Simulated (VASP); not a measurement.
# W (Fm-3m) in VASP: notebook

Runs on W. Level: PBEsol. Tasks: single point.

Everything below comes from runs of VASP 6.6.1. Logs are shortened: lines on timing, memory, paths and dates and some standing lists are left out, and cuts for length are marked.

## (1) The cell of the first run

The structure is cubic, space group Fm-3m (No. 225). Conventional cell: a = 3.970 Å, b = 3.970 Å, c = 3.970 Å, α = 90.00°, β = 90.00°, γ = 90.00°. W (site symmetry m-3m) has 12 W at 2.81 Å within 3.7 Å.

## (2) Single point, PBEsol

Input file INCAR:

```
SYSTEM = W
ALGO = Fast ; EDIFF = 1E-6
ENCUT = 520 ; GGA = PS
ISIF = 2 ; ISMEAR = -1
LASPH = .TRUE. ; LCHARG = .FALSE.
LREAL = .FALSE. ; LWAVE = .FALSE.
NBANDS = 13 ; NELM = 60
PREC = Accurate ; SIGMA = 0.15
```

Input file KPOINTS:

```
k-points
0
G
  20 20 20
  0 0 0
```

Input file POSCAR:

```
W
1.0
    0.0000000000      1.9850561180      1.9850561180
    1.9850561180      0.0000000000      1.9850561180
    1.9850561180      1.9850561180      0.0000000000
W
1
Direct
    0.0000000000      0.0000000000      0.0000000000
```

Potentials or basis: VASP PAW PBE potentials, release 64 (W_sv).

Started as:

```
cat potpaw_PBE.64/W_sv/POTCAR > POTCAR
mpirun -np 1 vasp_std > vasp.out
```

OUTCAR:

```text
SYSTEM = W
   EDIFF = 1E-6
   ENCUT = 520
   GGA = PS
   ISIF = 2
   ISMEAR = -1
   LASPH = .TRUE.
   LREAL = .FALSE.
   NELM = 60
   PREC = Accurate

 ion  position               nearest neighbor table
   1  0.000  0.000  0.000-

  LATTYP: Found a face centered cubic cell.
 ALAT       =     3.9701122360

  Lattice vectors:

 A1 = (   0.0000000000,   1.9850561180,   1.9850561180)
 A2 = (   1.9850561180,   0.0000000000,   1.9850561180)
 A3 = (   1.9850561180,   1.9850561180,   0.0000000000)

Analysis of symmetry for initial positions (statically):
=====================================================================
 Subroutine PRICEL returns:
 Original cell was already a primitive cell.

 Routine SETGRP: Setting up the symmetry group for a
 face centered cubic supercell.

 Subroutine GETGRP returns: Found 48 space group operations
 (whereof 48 operations were pure point group operations)
 out of a pool of 48 trial point group operations.

The static configuration has the point symmetry O_h .

Analysis of symmetry for dynamics (positions and initial velocities):
=====================================================================
 Subroutine PRICEL returns:
 Original cell was already a primitive cell.

 Routine SETGRP: Setting up the symmetry group for a
 face centered cubic supercell.

 Subroutine GETGRP returns: Found 48 space group operations
 (whereof 48 operations were pure point group operations)
 out of a pool of 48 trial point group operations.

The dynamic configuration has the point symmetry O_h .

 Subroutine INISYM returns: Found 48 space group operations
 (whereof 48 operations are pure point group operations),
 and found     1 'primitive' translations

----------------------------------------------------------------------------------------

                                     Primitive cell

  volume of cell :      15.6440

  direct lattice vectors                    reciprocal lattice vectors
     0.000000000  1.985056118  1.985056118    -0.251882048  0.251882048  0.251882048
     1.985056118  0.000000000  1.985056118     0.251882048 -0.251882048  0.251882048
     1.985056118  1.985056118  0.000000000     0.251882048  0.251882048 -0.251882048

  length of vectors
     2.807293284  2.807293284  2.807293284     0.436272504  0.436272504  0.436272504

  position of ions in fractional coordinates (direct lattice)
     0.000000000  0.000000000  0.000000000

  ion indices of the primitive-cell ions
   primitive index   ion index
                 1           1

----------------------------------------------------------------------------------------

 KPOINTS: k-points

Automatic generation of k-mesh.
 Grid dimensions read from file:
 generate k-points for:   20   20   20

 Generating k-lattice:

  Cartesian coordinates                     Fractional coordinates (reciprocal lattice)
    -0.012594102  0.012594102  0.012594102     0.050000000  0.000000000  0.000000000
     0.012594102 -0.012594102  0.012594102     0.000000000  0.050000000  0.000000000
     0.012594102  0.012594102 -0.012594102     0.000000000  0.000000000  0.050000000

  Length of vectors
     0.021813625  0.021813625  0.021813625

  Shift w.r.t. Gamma in fractional coordinates (k-lattice)
     0.000000000  0.000000000  0.000000000

 Subroutine IBZKPT returns following result:
 ===========================================

 Found    256 irreducible k-points:

 Following reciprocal coordinates:
            Coordinates               Weight
  0.000000  0.000000  0.000000      1.000000
  0.050000  0.000000  0.000000      8.000000
  0.100000  0.000000  0.000000      8.000000
  0.150000  0.000000  0.000000      8.000000
  0.200000  0.000000  0.000000      8.000000
  0.250000  0.000000  0.000000      8.000000
[... 16 lines left out ...]
 -0.400000  0.050000  0.000000     24.000000
 -0.350000  0.050000  0.000000     24.000000
 [... further k-points ...]
   k-points           NKPTS =    256   k-points in BZ     NKDIM =    256   number of bands    NBANDS=     13
   number of dos      NEDOS =    301   number of ions     NIONS =      1
   total plane-waves  NPLWV =  13824
   dimension x,y,z NGX =    24 NGY =   24 NGZ =   24
   dimension x,y,z NGXF=    48 NGYF=   48 NGZF=   48
   ions per type =               1
   NGX,Y,Z   is equivalent  to a cutoff of  14.21, 14.21, 14.21 a.u.
   NGXF,Y,Z  is equivalent  to a cutoff of  28.43, 28.43, 28.43 a.u.
 SYSTEM =  W
   PREC   = accura    normal or accurate (medium, high low for compatibility)
   ISTART =      0    job   : 0-new  1-cont  2-samecut
   ICHARG =      2    charge: 1-file 2-atom 10-const
   ISPIN  =      1    spin polarized calculation?
   LNONCOLLINEAR =      F non collinear calculations
   LSORBIT =      F    spin-orbit coupling
   LASPH  =      T    aspherical Exc in radial PAW
   ENCUT  =  520.0 eV  38.22 Ry    6.18 a.u.   5.22  5.22  5.22*2*pi/ulx,y,z
   NELM   =     60;   NELMIN=  2; NELMDL= -5     # of ELM steps
   EDIFF  = 0.1E-05   stopping-criterion for ELM
   LREAL  =      F    real-space projection
[... 7 lines left out ...]
   TEBEG  =    0.0;   TEEND  =   0.0 temperature during run
   PSTRESS=    0.0 pullay stress
   NELECT =      14.0000    total number of electrons
   NUPDOWN=      -1.0000    fix difference up-down
   EMIN   =  10.00;   EMAX   =-10.00  energy-range for DOS
   EFERMI =   0.00;   METHOD = LEGACY
   ISMEAR =    -1;   SIGMA  =   0.15  broadening in eV -4-tet -1-fermi 0-gaus
   EFERMI_NEDOS =   21; number of points for ismear=-14 and -15
   IALGO  =     68    algorithm
   IMIX   =      4    mixing-type and parameters
     AMIX     =   0.40;   BMIX     =  1.00
     AMIX_MAG =   1.60;   BMIX_MAG =  1.00
  volume/ion in A,a.u.               =      15.64       105.57
  Fermi-wavevector in a.u.,A,eV,Ry     =   1.577616  2.981263 33.863176  2.488873
  Thomas-Fermi vector in A             =   2.678271
   LORBIT       =      0    0 simple, 1 ext, 2 COOP (PROOUT), +10 PAW based schemes
   GGA     = PS    functional components
   LHFCALC =     F    Hartree Fock is set to
   AEXX    =    0.0000 exact exchange contribution
   IVDW    =     0    specifies the selected vdW correction
   LEPSILON=     F    determine dielectric tensor
   LRPA    =     F    only Hartree local field effects (RPA)
 non-spin polarized calculation
 RMM-DIIS sequential band-by-band and
  energy-cutoff  :      520.00
  volume of cell :       15.64
 maximum number of plane-waves:       444
 NGX is ok and might be reduce to    24

 number of electron      13.9999999 magnetization

 Free energy of the ion-electron system (eV)
  ---------------------------------------------------
  ext. energy  EPLUGINS =         0.00000000
  ---------------------------------------------------
  free energy    TOTEN  =       -13.34352343 eV

  energy without entropy =      -13.26029426  energy(sigma->0) =      -13.30190884

 E-fermi :  11.0057     XC(G=0): -13.8251

 val. band max:       11.0036283128   @ k =   0.3500   0.1000   0.0000
 cond. band min:      11.0082992700   @ k =   0.4500   0.1500   0.0500
 fundamental gap:      0.0046709572
 Fermi energy:        11.0056844950

 k-point     1 :       0.0000    0.0000    0.0000
  band No.  band energies     occupation
      1     -62.5495      2.00000
      2     -26.1096      2.00000
      3     -26.1096      2.00000
      4     -26.1096      2.00000
      5       1.7311      2.00000
      6      10.3629      1.97283
      7      10.3629      1.97283
      8      10.3629      1.97283
      9      13.7017      0.00000
     10      13.7017      0.00000
     11      23.8687      0.00000
     12      29.2912      0.00000
     13      29.2912      0.00000

 k-point     2 :       0.0500    0.0000    0.0000
  band No.  band energies     occupation
      1     -62.5462      2.00000
      2     -26.1454      2.00000
      3     -26.1141      2.00000
      4     -26.1141      2.00000
      5       1.8485      2.00000
      6      10.2698      1.98531
      7      10.4186      1.96087
      8      10.4186      1.96087
      9      13.6477      0.00000
     10      13.6477      0.00000
     11      24.1073      0.00000
     12      28.7656      0.00000
     13      29.5126      0.00000

 k-point     3 :       0.1000    0.0000    0.0000
  band No.  band energies     occupation
      1     -62.5369      2.00000
      2     -26.2486      2.00000
      3     -26.1271      2.00000
      4     -26.1271      2.00000
      5       2.1896      2.00000
      6      10.0237      1.99713
      7      10.5681      1.89736
      8      10.5681      1.89736
      9      13.5177      0.00000
     10      13.5177      0.00000
     11      24.7630      0.00000
     12      27.7208      0.00000
     13      30.1577      0.00000
[... 305 lines left out ...]
 k-point    23 :      -0.4000    0.0500    0.0000
  band No.  band energies     occupation
      1     -62.4243      2.00000
      2     -27.3687      2.00000
      3     -26.3112      2.00000
      4     -26.2739      2.00000
      5       5.1930      2.00000
      6      10.0898      1.99555
      7      10.2884      1.98338
      8      10.9657      1.13260
      9      15.5825      0.00000
     10      16.3643      0.00000
     11      22.3311      0.00000
     12      24.7729      0.00000
     13      30.6252      0.00000

 k-point    24 :      -0.3500    0.0500    0.0000
  band No.  band energies     occupation
      1     -62.4373      2.00000
      2     -27.2457      2.00000
      3     -26.2978      2.00000
      4     -26.2516      2.00000
      5       5.0972      2.00000
      6      10.1599      1.99291
      7      10.3266      1.97861
      8      10.4441      1.95376
      9      14.8596      0.00000
     10      15.8123      0.00000
     11      22.8154      0.00000
     12      26.1878      0.00000
     13      31.6747      0.00000

 [... further k-points ...]
[... 5 lines left out ...]
  --------------------------------------------------------------------------------------
  -------------------------------------------------------------------------------------
  Total        0.7620030      0.7620030      0.7620030      0.0000000      0.0000000      0.0000000
  in kB       78.0402960     78.0402960     78.0402960      0.0000000      0.0000000      0.0000000
  external PRESSURE =      78.0402960 kB  Pullay stress =       0.0000000 kB

 VOLUME and BASIS-vectors are now :
 -----------------------------------------------------------------------------
  energy-cutoff  :      520.00
  volume of cell :       15.64
      direct lattice vectors                 reciprocal lattice vectors
     0.000000000  1.985056118  1.985056118    -0.251882048  0.251882048  0.251882048
     1.985056118  0.000000000  1.985056118     0.251882048 -0.251882048  0.251882048
     1.985056118  1.985056118  0.000000000     0.251882048  0.251882048 -0.251882048

 POSITION                                       TOTAL-FORCE (eV/Angst)
 -----------------------------------------------------------------------------------
      0.00000      0.00000      0.00000        -0.000000      0.000000     -0.000000
 -----------------------------------------------------------------------------------
    total drift:                               -0.000000     -0.000000     -0.000000

  FREE ENERGIE OF THE ION-ELECTRON SYSTEM (eV)
  ---------------------------------------------------
  free  energy   TOTEN  =       -13.3435234276 eV

  energy  without entropy=      -13.2602942557  energy(sigma->0) =      -13.30190884
```

Run time: 56 s. Hardware: 1 thread of Intel Xeon Platinum 8259CL at 2.50GHz (Skylake/Cascade Lake), shared host; peak memory 0.18 GiB.

Results:

| Quantity | Value |
| --- | --- |
| Free energy | -13.3435 eV |
| Pressure | 7.8 GPa |
| Band gap on the k mesh | zero (band 7 reaches 14.34 eV, above the bottom of band 8 at 10.36 eV) |

Caveat: the PAW data sets were made with another functional, which shifts forces and pressure a little; spin-orbit coupling is left out, which moves the levels of the heavy elements.

## (3) Single point, PBEsol

Input file INCAR:

```
SYSTEM = W
  PREC = Accurate
  ENCUT = 520
  EDIFF = 1E-6
  ISMEAR = -1
  SIGMA = 0.15
  LREAL = .False.
  LASPH = .True.
  NELM = 80
  ALGO = Fast
  ISIF = 2
  LWAVE = .False.
  LCHARG = .False.
  GGA = PS
  NBANDS = 13
```

Input file KPOINTS:

```
Automatic mesh
0
Gamma
  20 20 20
  0 0 0
```

Input file POSCAR:

```
W
1.0
    0.0000000000      1.9865373186      1.9865373186
    1.9865373186      0.0000000000      1.9865373186
    1.9865373186      1.9865373186      0.0000000000
W
1
Direct
    0.0000000000      0.0000000000      0.0000000000
```

Potentials or basis: VASP PAW PBE potentials, release 64 (W_sv).

Started as:

```
cat potpaw_PBE.64/W_sv/POTCAR > POTCAR
mpirun -np 1 vasp_std > vasp.out
```

Run time: 45 s. Hardware: 1 thread of Intel Xeon Platinum 8259CL at 2.50GHz (Skylake/Cascade Lake), shared host; peak memory 0.18 GiB.

The run converged. Its results:

```yaml
Free_energy: -13.3452 eV
Pressure: 7.1 GPa
Band_gap_on_the_k_mesh: zero (band 7 reaches 14.29 eV, above the bottom of band 8 at 10.33 eV)
```

Levels at points of the mesh, in eV from the Fermi level:
```csv
k point,band 5,band 6,band 7,band 8,band 9,band 10
"(0.00, 0.00, 0.00)",-9.26,-0.64,-0.64,-0.64,2.69,2.69
"(0.50, 0.00, 0.00)",-5.88,-0.89,-0.89,0.78,5.36,5.36
"(0.50, 0.50, 0.00)",-5.85,-4.83,3.32,5.31,6.15,6.15
```

Caveat: the PAW data sets were made with another functional, which shifts forces and pressure a little; spin-orbit coupling is left out, which moves the levels of the heavy elements.
